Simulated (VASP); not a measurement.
A run of VASP 6.6.1 is set up as follows.

Contents of INCAR:

```
PREC = Accurate ; ENCUT = 520
EDIFF = 1E-6 ; ISMEAR = 0
SIGMA = 0.1 ; LREAL = F
LASPH = T ; NELM = 100
ALGO = Fast ; ISIF = 2
LWAVE = F ; LCHARG = F
GGA = PE ; NBANDS = 44
```

KPOINTS

```
regular mesh
0
Gamma
  6 6 14
```

The input POSCAR:

```
AgRh4
1.0
    6.2047110650      0.0000000000      0.0000000000
    0.0000000000      6.2047110650      0.0000000000
    0.0000000000      0.0000000000      2.5298896506
Ag Rh
1 4
Direct
    0.5000000000      0.5000000000      0.5000000000
    0.8064358638      0.8064358638      0.5000000000
    0.1935641362      0.1935641362      0.5000000000
    0.1935641362      0.8064358638      0.5000000000
    0.8064358638      0.1935641362      0.5000000000
```

Potentials or basis: VASP PAW PBE potentials, release 64 (Ag, Rh_pv).

Launch:

```sh
$ cat potpaw_PBE.64/Ag/POTCAR potpaw_PBE.64/Rh_pv/POTCAR > POTCAR
$ mpirun -np 1 vasp_std > vasp.out
```

Q: What does it give for the band gap on the k mesh?

A: Zero (an odd number of electrons rules out a gap without spin polarisation).

Q: Estimate the largest force.

A: 0.028 eV/Å.

Forces on the atoms (eV/Å):
```
Ag   0.000  0.000  0.000
Rh  -0.020 -0.020  0.000
Rh   0.020  0.020  0.000
Rh   0.020 -0.020  0.000
Rh  -0.020  0.020  0.000
```
